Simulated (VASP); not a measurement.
# BaTiO3 (P1) in VASP: single point with PBE

Aim: the single point of BaTiO3 with PBE.

Everything below comes from runs of VASP 6.6.1. Logs are shortened: lines on timing, memory, paths and dates and some standing lists are left out, and cuts for length are marked.

### 1 The cell of the first run

The typed cell holds 5 atoms: a = 4.019 Å, b = 4.019 Å, c = 4.019 Å, α = 90.00°, β = 90.00°, γ = 90.00°.

### 2 Single point, PBE (all Ba atoms moved 0.1 Å in one direction)

The input, INCAR:

```
ALGO = Normal
EDIFF = 1E-6
ENCUT = 520
GGA = PE
ISIF = 2
ISMEAR = 0
LASPH = T
LCHARG = F
LREAL = F
LWAVE = F
NBANDS = 28
NELM = 100
PREC = Accurate
SIGMA = 0.05
```

The input, KPOINTS:

```
k-points
0
Gamma
  6 6 6
```

The input, POSCAR:

```
BaTiO3
1.0
    4.0192318615      0.0000000000      0.0000000000
    0.0000000000      4.0192318615      0.0000000000
    0.0000000000      0.0000000000      4.0192813204
Ba Ti O
1 1 3
Direct
   -0.0168350074      0.0015852588     -0.0104999028
    0.5042087518      0.4996036853      0.5026249757
    0.5042087518      0.4996036853      0.0026249757
    0.5042087518     -0.0003963147      0.5026249757
    0.0042087518      0.4996036853      0.5026249757
```

Potentials or basis: VASP PAW PBE potentials, release 64 (Ba_sv, Ti_sv, O).

Started as:

```
$ cat potpaw_PBE.64/Ba_sv/POTCAR potpaw_PBE.64/Ti_sv/POTCAR potpaw_PBE.64/O/POTCAR > POTCAR
$ mpirun -np 1 vasp_std > vasp.out
```

OUTCAR:

```text
EDIFF = 1E-6
   ENCUT = 520
   GGA = PE
   ISIF = 2
   ISMEAR = 0
   LASPH = T
   LREAL = F
   NELM = 100
   PREC = Accurate

 ion  position               nearest neighbor table
   1  0.983  0.002  0.990-   4 2.75   3 2.78   3 2.79   5 2.80   5 2.81   4 2.82   4 2.87   5 2.88
                             5 2.89   3 2.90   3 2.91   4 2.94   2 3.40   2 3.41   2 3.46   2 3.47
   2  0.504  0.500  0.503-   4 2.01   5 2.01   4 2.01   5 2.01   3 2.01   3 2.01   1 3.40   1 3.41
                             1 3.46   1 3.47   1 3.50   1 3.51   1 3.56   1 3.57
   3  0.504  0.500  0.003-   2 2.01   2 2.01   1 2.78   1 2.79   1 2.90   1 2.91
   4  0.504  1.000  0.503-   2 2.01   2 2.01   1 2.75   1 2.82   1 2.87   1 2.94
   5  0.004  0.500  0.503-   2 2.01   2 2.01   1 2.80   1 2.81   1 2.88   1 2.89

  LATTYP: Found a simple tetragonal cell.
 ALAT       =     4.0192318615
 C/A-ratio  =     1.0000123056

  Lattice vectors:

 A1 = (   4.0192318615,   0.0000000000,   0.0000000000)
 A2 = (   0.0000000000,   4.0192318615,   0.0000000000)
 A3 = (   0.0000000000,   0.0000000000,   4.0192813204)

Analysis of symmetry for initial positions (statically):
=====================================================================
 Subroutine PRICEL returns:
 Original cell was already a primitive cell.

 Routine SETGRP: Setting up the symmetry group for a
 simple tetragonal supercell.

 Subroutine GETGRP returns: Found  1 space group operations
 (whereof  1 operations were pure point group operations)
 out of a pool of 16 trial point group operations.

The static configuration has the point symmetry C_1 .

Analysis of symmetry for dynamics (positions and initial velocities):
=====================================================================
 Subroutine PRICEL returns:
 Original cell was already a primitive cell.

 Routine SETGRP: Setting up the symmetry group for a
 simple tetragonal supercell.

 Subroutine GETGRP returns: Found  1 space group operations
 (whereof  1 operations were pure point group operations)
 out of a pool of 16 trial point group operations.

The dynamic configuration has the point symmetry C_1 .

 Subroutine INISYM returns: Found  1 space group operations
 (whereof  1 operations are pure point group operations),
 and found     1 'primitive' translations

----------------------------------------------------------------------------------------

                                     Primitive cell

  volume of cell :      64.9284

  direct lattice vectors                    reciprocal lattice vectors
     4.019231861  0.000000000  0.000000000     0.248803760  0.000000000  0.000000000
     0.000000000  4.019231861  0.000000000     0.000000000  0.248803760  0.000000000
     0.000000000  0.000000000  4.019281320     0.000000000  0.000000000  0.248800699

  length of vectors
     4.019231861  4.019231861  4.019281320     0.248803760  0.248803760  0.248800699

  position of ions in fractional coordinates (direct lattice)
     0.983164993  0.001585259  0.989500097
     0.504208752  0.499603685  0.502624976
     0.504208752  0.499603685  0.002624976
     0.504208752  0.999603685  0.502624976
     0.004208752  0.499603685  0.502624976

  ion indices of the primitive-cell ions
   primitive index   ion index
                 1           1
                 2           2
                 3           3
                 4           4
                 5           5

----------------------------------------------------------------------------------------

 KPOINTS: k-points

Automatic generation of k-mesh.
 Grid dimensions read from file:
 generate k-points for:    6    6    6

 Generating k-lattice:

  Cartesian coordinates                     Fractional coordinates (reciprocal lattice)
     0.041467293  0.000000000  0.000000000     0.166666667  0.000000000  0.000000000
     0.000000000  0.041467293  0.000000000     0.000000000  0.166666667  0.000000000
     0.000000000  0.000000000  0.041466783     0.000000000  0.000000000  0.166666667

  Length of vectors
     0.041467293  0.041467293  0.041466783

  Shift w.r.t. Gamma in fractional coordinates (k-lattice)
     0.000000000  0.000000000  0.000000000

 Subroutine IBZKPT returns following result:
 ===========================================

 Found    112 irreducible k-points:

 Following reciprocal coordinates:
            Coordinates               Weight
  0.000000  0.000000  0.000000      1.000000
  0.166667  0.000000  0.000000      2.000000
  0.000000  0.166667  0.000000      2.000000
  0.333333  0.000000  0.000000      2.000000
  0.000000  0.333333  0.000000      2.000000
  0.500000  0.000000  0.000000      1.000000
[... 16 lines left out ...]
  0.000000  0.166667  0.166667      2.000000
 -0.166667  0.000000  0.166667      2.000000
 [... further k-points ...]
   k-points           NKPTS =    112   k-points in BZ     NKDIM =    112   number of bands    NBANDS=     28
   number of dos      NEDOS =    301   number of ions     NIONS =      5
   total plane-waves  NPLWV =  27000
   dimension x,y,z NGX =    30 NGY =   30 NGZ =   30
   dimension x,y,z NGXF=    60 NGYF=   60 NGZF=   60
   ions per type =               1   1   3
   NGX,Y,Z   is equivalent  to a cutoff of  12.41, 12.41, 12.41 a.u.
   NGXF,Y,Z  is equivalent  to a cutoff of  24.82, 24.82, 24.82 a.u.
 SYSTEM =  unknown system
   PREC   = accura    normal or accurate (medium, high low for compatibility)
   ISTART =      0    job   : 0-new  1-cont  2-samecut
   ICHARG =      2    charge: 1-file 2-atom 10-const
   ISPIN  =      1    spin polarized calculation?
   LNONCOLLINEAR =      F non collinear calculations
   LSORBIT =      F    spin-orbit coupling
   LASPH  =      T    aspherical Exc in radial PAW
   ENCUT  =  520.0 eV  38.22 Ry    6.18 a.u.   7.47  7.47  7.47*2*pi/ulx,y,z
   NELM   =    100;   NELMIN=  2; NELMDL= -5     # of ELM steps
   EDIFF  = 0.1E-05   stopping-criterion for ELM
   LREAL  =      F    real-space projection
   EDIFFG = 0.1E-04   stopping-criterion for IOM
   NSW    =      0    number of steps for IOM
   IBRION =     -1    ionic relax: 0-MD 1-quasi-New 2-CG
   NFREE  =      0    steps in history (QN), initial steepest desc. (CG)
   ISIF   =      2    stress and relaxation
   ISYM   =      2    0-nonsym 1-usesym 2-fastsym
   POTIM  = 0.5000    time-step for ionic-motion
   TEBEG  =    0.0;   TEEND  =   0.0 temperature during run
   PSTRESS=    0.0 pullay stress
   NELECT =      40.0000    total number of electrons
   NUPDOWN=      -1.0000    fix difference up-down
   EMIN   =  10.00;   EMAX   =-10.00  energy-range for DOS
   EFERMI =   0.00;   METHOD = LEGACY
   ISMEAR =     0;   SIGMA  =   0.05  broadening in eV -4-tet -1-fermi 0-gaus
   EFERMI_NEDOS =   21; number of points for ismear=-14 and -15
   IALGO  =     38    algorithm
   IMIX   =      4    mixing-type and parameters
     AMIX     =   0.40;   BMIX     =  1.00
     AMIX_MAG =   1.60;   BMIX_MAG =  1.00
  volume/ion in A,a.u.               =      12.99        87.63
  Fermi-wavevector in a.u.,A,eV,Ry     =   1.392996  2.632381 26.401274  1.940439
  Thomas-Fermi vector in A             =   2.516685
   LORBIT       =      0    0 simple, 1 ext, 2 COOP (PROOUT), +10 PAW based schemes
   GGA     = PE    functional components
   LHFCALC =     F    Hartree Fock is set to
   AEXX    =    0.0000 exact exchange contribution
   IVDW    =     0    specifies the selected vdW correction
   LEPSILON=     F    determine dielectric tensor
   LRPA    =     F    only Hartree local field effects (RPA)
 non-spin polarized calculation
 Gauss-broadening in eV      SIGMA  =   0.05
  energy-cutoff  :      520.00
  volume of cell :       64.93
 maximum number of plane-waves:      1775
 NGX is ok and might be reduce to    30
   NGX = 15   NGY = 15   NGZ = 15

 number of electron      39.9999984 magnetization

 Free energy of the ion-electron system (eV)
  ---------------------------------------------------
  ext. energy  EPLUGINS =         0.00000000
  ---------------------------------------------------
  free energy    TOTEN  =       -39.94958693 eV

  energy without entropy =      -39.94958693  energy(sigma->0) =      -39.94958693

 E-fermi :   3.9660     XC(G=0): -11.1914

 val. band max:        3.7307712351   @ k =   0.5000   0.5000   0.5000
 cond. band min:       5.4449504076   @ k =   0.0000   0.0000   0.0000
 fundamental gap:      1.7141791726
 Fermi energy:         3.9659931016

 k-point     1 :       0.0000    0.0000    0.0000
  band No.  band energies     occupation
      1     -52.9603      2.00000
      2     -29.1656      2.00000
      3     -29.1650      2.00000
      4     -29.1636      2.00000
      5     -21.0991      2.00000
      6     -13.1322      2.00000
[... 20 lines left out ...]
     27       8.8116      0.00000
     28      10.9761      0.00000

 k-point     2 :       0.1667    0.0000    0.0000
  band No.  band energies     occupation
      1     -52.9601      2.00000
      2     -29.1762      2.00000
      3     -29.1651      2.00000
      4     -29.1644      2.00000
      5     -21.0717      2.00000
      6     -13.1510      2.00000
[... 20 lines left out ...]
     27       9.3250      0.00000
     28      11.6257      0.00000

 k-point     3 :       0.0000    0.1667    0.0000
  band No.  band energies     occupation
      1     -52.9601      2.00000
      2     -29.1779      2.00000
      3     -29.1646      2.00000
      4     -29.1632      2.00000
      5     -21.0715      2.00000
      6     -13.1490      2.00000
[... 20 lines left out ...]
     27       9.3229      0.00000
     28      11.6242      0.00000

 k-point     4 :       0.3333    0.0000    0.0000
  band No.  band energies     occupation
      1     -52.9596      2.00000
      2     -29.2006      2.00000
      3     -29.1642      2.00000
      4     -29.1635      2.00000
      5     -21.0157      2.00000
      6     -13.2647      2.00000
[... 578 lines left out ...]
     27       9.8337      0.00000
     28      11.8756      0.00000

 k-point    23 :       0.0000    0.1667    0.1667
  band No.  band energies     occupation
      1     -52.9598      2.00000
      2     -29.1775      2.00000
      3     -29.1766      2.00000
      4     -29.1629      2.00000
      5     -21.0462      2.00000
      6     -13.1260      2.00000
[... 20 lines left out ...]
     27       9.8356      0.00000
     28      11.8723      0.00000

 k-point    24 :      -0.1667    0.0000    0.1667
  band No.  band energies     occupation
      1     -52.9598      2.00000
      2     -29.1768      2.00000
      3     -29.1755      2.00000
      4     -29.1646      2.00000
      5     -21.0464      2.00000
      6     -13.1284      2.00000
[... 20 lines left out ...]
     27       9.8221      0.00000
     28      11.8792      0.00000

 [... further k-points ...]

------------------------ aborting loop because EDIFF is reached ----------------------------------------

  FORCE on cell =-STRESS in cart. coord.  units (eV):
  Direction    XX          YY          ZZ          XY          YZ          ZX
  --------------------------------------------------------------------------------------
  -------------------------------------------------------------------------------------
  Total        0.8035405      0.8382421      0.8242702     -0.0161332     -0.0100137      0.1072419
  in kB       19.8282244     20.6845249     20.3397525     -0.3981048     -0.2470976      2.6463081
  external PRESSURE =      20.2841673 kB  Pullay stress =       0.0000000 kB

 VOLUME and BASIS-vectors are now :
 -----------------------------------------------------------------------------
  energy-cutoff  :      520.00
  volume of cell :       64.93
      direct lattice vectors                 reciprocal lattice vectors
     4.019231861  0.000000000  0.000000000     0.248803760  0.000000000  0.000000000
     0.000000000  4.019231861  0.000000000     0.000000000  0.248803760  0.000000000
     0.000000000  0.000000000  4.019281320     0.000000000  0.000000000  0.248800699

 POSITION                                       TOTAL-FORCE (eV/Angst)
 -----------------------------------------------------------------------------------
      3.95157      0.00637      3.97708         0.537556     -0.051296      0.338122
      2.02653      2.00802      2.02019        -0.282805      0.026958     -0.177716
      2.02653      2.00802      0.01055        -0.074991      0.007613     -0.063464
      2.02653      4.01764      2.02019        -0.078174      0.009587     -0.051052
      0.01692      2.00802      2.02019        -0.101587      0.007138     -0.045890
 -----------------------------------------------------------------------------------
    total drift:                                0.000577     -0.000096      0.000634

  FREE ENERGIE OF THE ION-ELECTRON SYSTEM (eV)
  ---------------------------------------------------
  free  energy   TOTEN  =       -39.9495869278 eV

  energy  without entropy=      -39.9495869278  energy(sigma->0) =      -39.94958693
```

It took 3.8 min on 1 thread of AMD EPYC 7R13, shared host; peak memory 0.29 GiB.

What came out:

```yaml
Free_energy: -39.9496 eV
Pressure: 2.0 GPa
Largest_force: 0.637 eV/Å
Band_gap_on_the_k_mesh: 1.71 eV (least direct gap 1.87 eV)
```

Forces in eV/Å, atoms in the order of the input:
```
Ba   0.538 -0.051  0.338
Ti  -0.283  0.027 -0.178
O   -0.075  0.008 -0.063
O   -0.078  0.010 -0.051
O   -0.102  0.007 -0.046
```

Levels at points of the mesh, in eV from the valence-band top:
```
           k point  band 18  band 19  band 20  band 21  band 22  band 23
(0.00, 0.00, 0.00)    -0.16    -0.16    -0.16     1.71     1.72     1.72
(0.50, 0.00, 0.00)    -1.75    -0.72    -0.72     1.87     3.42     3.42
(0.00, 0.50, 0.00)    -1.69    -0.71    -0.71     1.87     3.42     3.42
(0.50, 0.50, 0.00)    -0.88    -0.87    -0.08     3.42     3.43     3.84
(0.00, 0.00, 0.50)    -1.70    -0.71    -0.71     1.87     3.42     3.42
(0.50, 0.00, 0.50)    -0.88    -0.87    -0.08     3.43     3.43     3.84
(0.00, 0.50, 0.50)    -0.87    -0.87    -0.10     3.43     3.43     3.84
(0.50, 0.50, 0.50)    -0.02     0.00     0.00     4.07     4.08     4.08
```

Caveat: the cell differs from its parent crystal (all Ba atoms moved 0.1 Å in one direction); spin-orbit coupling is left out, which moves the levels of the heavy elements. A k mesh can miss the band edges.
